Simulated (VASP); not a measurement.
# GaN (F-43m) in VASP: notebook, part 2 of 3

VASP 6.6.1. The steps go on from the part before.

### Step 3. Single point, PBE

This run uses another cell than the first one: it holds 2 atoms, not 8.

File INCAR:

```
PREC = Accurate
ENCUT = 520
EDIFF = 1E-6
ISMEAR = 0
SIGMA = 0.05
LREAL = F
LASPH = T
NELM = 60
ALGO = Normal
ISIF = 2
LWAVE = F
LCHARG = F
GGA = PE
NBANDS = 16
```

File KPOINTS:

```
regular mesh
0
Gamma
  10 10 10
```

File POSCAR:

```
GaN
1.0
    0.0000000000      2.2742384873      2.2742384873
    2.2742384873      0.0000000000      2.2742384873
    2.2742384873      2.2742384873      0.0000000000
Ga N
1 1
Direct
    0.0000000000      0.0000000000      0.0000000000
    0.7500000000      0.7500000000      0.7500000000
```

Potentials or basis: VASP PAW PBE potentials, release 64 (Ga_d, N).

On the command line:

```sh
$ cat potpaw_PBE.64/Ga_d/POTCAR potpaw_PBE.64/N/POTCAR > POTCAR
$ mpirun -np 1 vasp_std > vasp.out
```

OUTCAR:

```text
PREC = Accurate
   ENCUT = 520
   EDIFF = 1E-6
   ISMEAR = 0
   LREAL = F
   LASPH = T
   NELM = 60
   ISIF = 2
   GGA = PE

 ion  position               nearest neighbor table
   1  0.000  0.000  0.000-   2 1.97   2 1.97   2 1.97   2 1.97
   2  0.750  0.750  0.750-   1 1.97   1 1.97   1 1.97   1 1.97

  LATTYP: Found a face centered cubic cell.
 ALAT       =     4.5484769746

  Lattice vectors:

 A1 = (   0.0000000000,   2.2742384873,   2.2742384873)
 A2 = (   2.2742384873,   0.0000000000,   2.2742384873)
 A3 = (   2.2742384873,   2.2742384873,   0.0000000000)

Analysis of symmetry for initial positions (statically):
=====================================================================
 Subroutine PRICEL returns:
 Original cell was already a primitive cell.

 Routine SETGRP: Setting up the symmetry group for a
 face centered cubic supercell.

 Subroutine GETGRP returns: Found 24 space group operations
 (whereof 24 operations were pure point group operations)
 out of a pool of 48 trial point group operations.

The static configuration has the point symmetry T_d .

Analysis of symmetry for dynamics (positions and initial velocities):
=====================================================================
 Subroutine PRICEL returns:
 Original cell was already a primitive cell.

 Routine SETGRP: Setting up the symmetry group for a
 face centered cubic supercell.

 Subroutine GETGRP returns: Found 24 space group operations
 (whereof 24 operations were pure point group operations)
 out of a pool of 48 trial point group operations.

The dynamic configuration has the point symmetry T_d .

 Subroutine INISYM returns: Found 24 space group operations
 (whereof 24 operations are pure point group operations),
 and found     1 'primitive' translations

----------------------------------------------------------------------------------------

                                     Primitive cell

  volume of cell :      23.5255

  direct lattice vectors                    reciprocal lattice vectors
     0.000000000  2.274238487  2.274238487    -0.219853812  0.219853812  0.219853812
     2.274238487  0.000000000  2.274238487     0.219853812 -0.219853812  0.219853812
     2.274238487  2.274238487  0.000000000     0.219853812  0.219853812 -0.219853812

  length of vectors
     3.216258913  3.216258913  3.216258913     0.380797972  0.380797972  0.380797972

  position of ions in fractional coordinates (direct lattice)
     0.000000000  0.000000000  0.000000000
     0.750000000  0.750000000  0.750000000

  ion indices of the primitive-cell ions
   primitive index   ion index
                 1           1
                 2           2

----------------------------------------------------------------------------------------

 KPOINTS: regular mesh

Automatic generation of k-mesh.
 Grid dimensions read from file:
 generate k-points for:   10   10   10

 Generating k-lattice:

  Cartesian coordinates                     Fractional coordinates (reciprocal lattice)
    -0.021985381  0.021985381  0.021985381     0.100000000  0.000000000  0.000000000
     0.021985381 -0.021985381  0.021985381     0.000000000  0.100000000  0.000000000
     0.021985381  0.021985381 -0.021985381     0.000000000  0.000000000  0.100000000

  Length of vectors
     0.038079797  0.038079797  0.038079797

  Shift w.r.t. Gamma in fractional coordinates (k-lattice)
     0.000000000  0.000000000  0.000000000

 Subroutine IBZKPT returns following result:
 ===========================================

 Found     47 irreducible k-points:

 Following reciprocal coordinates:
            Coordinates               Weight
  0.000000  0.000000  0.000000      1.000000
  0.100000  0.000000  0.000000      8.000000
  0.200000  0.000000  0.000000      8.000000
  0.300000  0.000000  0.000000      8.000000
  0.400000  0.000000  0.000000      8.000000
  0.500000  0.000000  0.000000      4.000000
[... 16 lines left out ...]
  0.300000  0.300000  0.000000      6.000000
  0.400000  0.300000  0.000000     24.000000
 [... further k-points ...]
   k-points           NKPTS =     47   k-points in BZ     NKDIM =     47   number of bands    NBANDS=     16
   number of dos      NEDOS =    301   number of ions     NIONS =      2
   total plane-waves  NPLWV =  13824
   dimension x,y,z NGX =    24 NGY =   24 NGZ =   24
   dimension x,y,z NGXF=    48 NGYF=   48 NGZF=   48
   ions per type =               1   1
   NGX,Y,Z   is equivalent  to a cutoff of  12.41, 12.41, 12.41 a.u.
   NGXF,Y,Z  is equivalent  to a cutoff of  24.81, 24.81, 24.81 a.u.
 SYSTEM =  unknown system
   PREC   = accura    normal or accurate (medium, high low for compatibility)
   ISTART =      0    job   : 0-new  1-cont  2-samecut
   ICHARG =      2    charge: 1-file 2-atom 10-const
   ISPIN  =      1    spin polarized calculation?
   LNONCOLLINEAR =      F non collinear calculations
   LSORBIT =      F    spin-orbit coupling
   LASPH  =      T    aspherical Exc in radial PAW
   ENCUT  =  520.0 eV  38.22 Ry    6.18 a.u.   5.98  5.98  5.98*2*pi/ulx,y,z
   NELM   =     60;   NELMIN=  2; NELMDL= -5     # of ELM steps
   EDIFF  = 0.1E-05   stopping-criterion for ELM
   LREAL  =      F    real-space projection
   EDIFFG = 0.1E-04   stopping-criterion for IOM
   NSW    =      0    number of steps for IOM
   IBRION =     -1    ionic relax: 0-MD 1-quasi-New 2-CG
   NFREE  =      0    steps in history (QN), initial steepest desc. (CG)
   ISIF   =      2    stress and relaxation
   ISYM   =      2    0-nonsym 1-usesym 2-fastsym
   POTIM  = 0.5000    time-step for ionic-motion
   TEBEG  =    0.0;   TEEND  =   0.0 temperature during run
   PSTRESS=    0.0 pullay stress
   NELECT =      18.0000    total number of electrons
   NUPDOWN=      -1.0000    fix difference up-down
   EMIN   =  10.00;   EMAX   =-10.00  energy-range for DOS
   EFERMI =   0.00;   METHOD = LEGACY
   ISMEAR =     0;   SIGMA  =   0.05  broadening in eV -4-tet -1-fermi 0-gaus
   EFERMI_NEDOS =   21; number of points for ismear=-14 and -15
   IALGO  =     38    algorithm
   IMIX   =      4    mixing-type and parameters
     AMIX     =   0.40;   BMIX     =  1.00
     AMIX_MAG =   1.60;   BMIX_MAG =  1.00
  volume/ion in A,a.u.               =      11.76        79.38
  Fermi-wavevector in a.u.,A,eV,Ry     =   1.497337  2.829557 30.504523  2.242019
  Thomas-Fermi vector in A             =   2.609238
   LORBIT       =      0    0 simple, 1 ext, 2 COOP (PROOUT), +10 PAW based schemes
   GGA     = PE    functional components
   LHFCALC =     F    Hartree Fock is set to
   AEXX    =    0.0000 exact exchange contribution
   IVDW    =     0    specifies the selected vdW correction
   LEPSILON=     F    determine dielectric tensor
   LRPA    =     F    only Hartree local field effects (RPA)
 non-spin polarized calculation
 Gauss-broadening in eV      SIGMA  =   0.05
  energy-cutoff  :      520.00
  volume of cell :       23.53
 maximum number of plane-waves:       644
   NGX = 11   NGY = 11   NGZ = 11

 number of electron      17.9999986 magnetization

 Free energy of the ion-electron system (eV)
  ---------------------------------------------------
  ext. energy  EPLUGINS =         0.00000000
  ---------------------------------------------------
  free energy    TOTEN  =       -12.15355513 eV

  energy without entropy =      -12.15355513  energy(sigma->0) =      -12.15355513

 E-fermi :   5.2241     XC(G=0): -11.5207

 val. band max:        4.9868810578   @ k =   0.0000   0.0000   0.0000
 cond. band min:       6.5339488086   @ k =   0.0000   0.0000   0.0000
 fundamental gap:      1.5470677508
 Fermi energy:         5.2241199809

 k-point     1 :       0.0000    0.0000    0.0000
  band No.  band energies     occupation
      1     -10.7158      2.00000
      2      -8.4356      2.00000
      3      -8.4356      2.00000
      4      -8.4356      2.00000
      5      -8.1428      2.00000
      6      -8.1428      2.00000
[... 8 lines left out ...]
     15      23.6342      0.00000
     16      23.6343      0.00000

 k-point     2 :       0.1000    0.0000    0.0000
  band No.  band energies     occupation
      1     -10.6123      2.00000
      2      -8.4231      2.00000
      3      -8.4231      2.00000
      4      -8.3946      2.00000
      5      -8.1440      2.00000
      6      -8.1440      2.00000
[... 8 lines left out ...]
     15      22.3533      0.00000
     16      22.3533      0.00000
[... 387 lines left out ...]
      5      -8.0963      2.00000
      6      -7.6332      2.00000
[... 8 lines left out ...]
     15      26.7566      0.00000
     16      26.9879      0.00000

 k-point    24 :       0.4000    0.3000    0.0000
  band No.  band energies     occupation
      1      -9.8385      2.00000
      2      -8.3118      2.00000
      3      -8.2292      2.00000
      4      -8.2291      2.00000
      5      -8.0869      2.00000
      6      -7.1857      2.00000
[... 8 lines left out ...]
     15      26.8470      0.00000
     16      27.1165      0.00000

 [... further k-points ...]
[... 5 lines left out ...]
  --------------------------------------------------------------------------------------
  -------------------------------------------------------------------------------------
  Total        0.0158114      0.0158114      0.0158114      0.0000000      0.0000000      0.0000000
  in kB        1.0768204      1.0768204      1.0768204      0.0000000      0.0000000      0.0000000
  external PRESSURE =       1.0768204 kB  Pullay stress =       0.0000000 kB

 VOLUME and BASIS-vectors are now :
 -----------------------------------------------------------------------------
  energy-cutoff  :      520.00
  volume of cell :       23.53
      direct lattice vectors                 reciprocal lattice vectors
     0.000000000  2.274238487  2.274238487    -0.219853812  0.219853812  0.219853812
     2.274238487  0.000000000  2.274238487     0.219853812 -0.219853812  0.219853812
     2.274238487  2.274238487  0.000000000     0.219853812  0.219853812 -0.219853812

 POSITION                                       TOTAL-FORCE (eV/Angst)
 -----------------------------------------------------------------------------------
      0.00000      0.00000      0.00000        -0.000000     -0.000000     -0.000000
      3.41136      3.41136      3.41136         0.000000      0.000000      0.000000
 -----------------------------------------------------------------------------------
    total drift:                               -0.000002     -0.000002     -0.000001

  FREE ENERGIE OF THE ION-ELECTRON SYSTEM (eV)
  ---------------------------------------------------
  free  energy   TOTEN  =       -12.1535551318 eV

  energy  without entropy=      -12.1535551318  energy(sigma->0) =      -12.15355513
```

OSZICAR:

```text
N       E                     dE             d eps       ncg     rms          rms(c)
DAV:   1     0.856472655675E+02    0.85647E+02   -0.93361E+03  1664   0.202E+03
DAV:   2    -0.775007065159E+01   -0.93397E+02   -0.87149E+02  1728   0.337E+02
DAV:   3    -0.140358519158E+02   -0.62858E+01   -0.62608E+01  1776   0.726E+01
DAV:   4    -0.141101902771E+02   -0.74338E-01   -0.74333E-01  1864   0.859E+00
DAV:   5    -0.141112251738E+02   -0.10349E-02   -0.10349E-02  1800   0.917E-01    0.762E+00
DAV:   6    -0.121559646846E+02    0.19553E+01   -0.49454E+00  2264   0.389E+01    0.269E+00
DAV:   7    -0.121613672226E+02   -0.54025E-02   -0.30592E-01  1672   0.667E+00    0.176E+00
DAV:   8    -0.121577476398E+02    0.36196E-02   -0.63365E-02  1696   0.319E+00    0.838E-01
DAV:   9    -0.121532376278E+02    0.45100E-02   -0.13967E-02  2296   0.258E+00    0.222E-01
DAV:  10    -0.121536458665E+02   -0.40824E-03   -0.14151E-03  1680   0.484E-01    0.114E-01
DAV:  11    -0.121535502448E+02    0.95622E-04   -0.26353E-04  2240   0.258E-01    0.768E-03
DAV:  12    -0.121535553446E+02   -0.50998E-05   -0.29808E-05  1672   0.500E-02    0.832E-03
DAV:  13    -0.121535551318E+02    0.21274E-06   -0.55643E-07  1352   0.126E-02
   1 F= -.12153555E+02 E0= -.12153555E+02  d E =-.141338E-13
```

stdout:

```text
POSCAR found type information on POSCAR GaN
 POSCAR found :  2 types and       2 ions
 scaLAPACK will be used
 LDA part: xc-table for (Slater+PW92), standard interpolation
 POSCAR, INCAR and KPOINTS ok, starting setup
 FFT: planning ... GRIDC
 FFT: planning ... GRID_SOFT
 FFT: planning ... GRID
 WAVECAR not read
 entering main loop
```

Run time: 22 s. Hardware: 1 thread of Intel Xeon 8259CL, shared host; peak memory 0.14 GiB.

What came out:

| Property | Result |
| --- | --- |
| Free energy | -12.1536 eV |
| Pressure | 0.1 GPa |
| Band gap on the k mesh | 1.55 eV |

Levels at points of the mesh, in eV from the valence-band top:
```
           k point  band 6  band 7  band 8  band 9  band 10  band 11  band 12  band 13
(0.00, 0.00, 0.00)  -13.13    0.00    0.00    0.00     1.55    10.13    10.13    10.13
(0.50, 0.00, 0.00)  -11.88   -6.86   -0.93   -0.93     4.45     8.59    10.22    10.22
(0.50, 0.50, 0.00)  -11.45   -6.01   -2.61   -2.61     3.34     6.50    11.52    13.67
```

[end of part 2 of 3]
